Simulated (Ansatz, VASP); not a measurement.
One calculation of MoS2, two programs

```xyz
3
Lattice="3.1841 0.0000 0.0000 -1.5921 2.7575 0.0000 0.0000 0.0000 17.3346" Properties=species:S:1:pos:R:3 pbc="T T T"
Mo    0.0000    0.0000    0.0000
S     0.0000    1.8384   15.7833
S     0.0000    1.8384    1.5513
```

Alike in both runs: task relaxation of cell and atoms; functional PBE; k mesh 10 × 10 × 2; occupations fermi-dirac, width 0.05 eV; no spin polarisation.

```csv
,VASP,Ansatz
version,VASP 6.6.1,Ansatz 0.2.0
potentials or method,"VASP PAW PBE potentials, release 64 (Mo_sv, S)",Ansatz PAW
plane-wave cutoff (eV),600,420
valence electrons in the cell,26,26
```

```tsv
	VASP	Ansatz	Ansatz less VASP
gap on the k mesh at the Fermi level, each at its own relaxed structure (eV)	1.81	1.79	-0.011
relaxed volume (Å³/atom)	50.93	50.75	-0.186
relaxed cell length with the largest relative difference (Å)	17.406	17.335	-0.0709
```

Noted on Ansatz's run: the plane-wave basis is chosen anew once the cell has moved, so the energies of steps on either side of that aren't comparable.
